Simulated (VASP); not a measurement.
ZnAuF3: relaxation of cell and atoms with PBE

ZnAuF3:

```
Zn Au F
1.0
     3.16547    0.00000    0.00000
     0.00000    3.16547    0.00000
     0.00000    0.00000    7.23899
Zn Au F
1 1 3
Direct
  0.00000 0.00000 0.00000
  0.00000 0.00000 0.50000
  0.50000 0.50000 0.00000
  0.00000 0.50000 0.00000
  0.50000 0.00000 0.00000
```

The cell was generated, and may not be a known phase.

- Program: VASP 6.6.1
- Task: relaxation of cell and atoms
- Functional: PBE
- Potentials or basis: VASP PAW PBE potentials, release 64 (Zn, Au_sv_GW, F)
- Cutoff: 700 eV
- k mesh: 6 × 6 × 4
- Occupations: gaussian, width 0.1 eV
- Spin: no spin polarisation
- Dipole correction: no
- Further INCAR settings: ALGO = Normal; EDIFF = 1e-07; IBRION = 2; EDIFFG = -0.04; NSW = 90; ISIF = 3

```json
{
  "Relaxed volume": "18.27 Å³/atom",
  "Relaxed cell": "a = 4.116 Å, b = 4.116 Å, c = 5.391 Å, α = 90.00°, β = 90.00°, γ = 90.00°",
  "Space group after relaxing (to 0.1 Å)": "P4/mmm (No. 123)",
  "Energy gained by relaxing": "2933.5 meV/atom",
  "Ionic steps": "16",
  "Pressure after relaxing": "0.1 GPa",
  "Band gap on the k mesh": "zero (bands 26 and 27 overlap by 0.41 eV)"
}
```

Stress tensor (GPa, compression positive):
```
0.10 0.00 0.00
0.00 0.10 0.00
0.00 0.00 0.02
```

The path:
| step | energy change (eV) | largest force (eV/Å) | pressure (GPa) | volume (Å³) |
| --- | --- | --- | --- | --- |
| 1 | 0.0000 | 0.0000 | 108.34 | 72.54 |
| 2 | -0.5788 | 0.0000 | -35.72 | 210.40 |
| 3 | -13.8497 | 0.0000 | -6.39 | 131.33 |
| 4 | -14.0890 | 0.0000 | -4.28 | 125.78 |
| 5 | -14.2191 | 0.0000 | -0.56 | 117.97 |
| 6 | -14.2180 | 0.0000 | -1.09 | 118.99 |
| 7 | -14.2392 | 0.0000 | -1.10 | 117.41 |
| 8 | -14.3094 | 0.0000 | -1.04 | 112.67 |
| 9 | -14.4732 | 0.0000 | -0.63 | 103.19 |
| 10 | -14.5638 | 0.0000 | 4.66 | 84.24 |
| 11 | -14.5992 | 0.0000 | 0.23 | 95.83 |
| 12 | -14.6497 | 0.0000 | 1.72 | 90.04 |
| 13 | -14.6635 | 0.0000 | 0.81 | 89.88 |
| 14 | -14.6635 | 0.0000 | 0.85 | 89.89 |
| 15 | -14.6666 | 0.0000 | 0.38 | 90.73 |
| 16 | -14.6674 | 0.0000 | 0.07 | 91.33 |

Final structure:
```yaml
crystal:
  lattice:
    - [4.11580, 0.00000, 0.00000]
    - [0.00000, 4.11580, 0.00000]
    - [0.00000, 0.00000, 5.39126]
  atoms:
    - { symbol: Zn, position: [0.00000, 0.00000, 0.00000] }
    - { symbol: Au, position: [0.00000, 0.00000, 0.50000] }
    - { symbol: F, position: [0.50000, 0.50000, 0.00000] }
    - { symbol: F, position: [0.00000, 0.50000, 0.00000] }
    - { symbol: F, position: [0.50000, 0.00000, 0.00000] }
```

Levels at points of the mesh, in eV from the Fermi level:
```tsv
k point	band 23	band 24	band 25	band 26	band 27	band 28	band 29	band 30
(0.00, 0.00, 0.00)	-1.61	-1.43	-1.41	0.38	0.38	4.34	4.87	8.51
(0.50, 0.00, 0.00)	-1.58	-1.51	-1.50	0.06	0.39	3.77	4.13	6.64
(0.50, 0.50, 0.00)	-1.60	-1.60	-1.54	-1.29	1.09	3.85	4.82	4.82
(0.00, 0.00, 0.50)	-1.42	-1.40	-0.63	0.38	0.38	0.56	8.54	8.54
(0.50, 0.00, 0.50)	-1.62	-1.52	-1.52	0.02	0.39	2.79	4.51	8.88
(0.50, 0.50, 0.50)	-1.81	-1.77	-1.55	-1.30	0.51	4.18	5.53	5.53
```

Wall time 20 min on 1 thread of Intel(R) Xeon(R) Platinum 8488C (Sapphire Rapids) (shared host), peak memory 0.3 GiB.

Caveat: the volume moved by over 15 % at a fixed basis, so the end points are rough; spin-orbit coupling is left out, which moves the levels of the heavy elements.
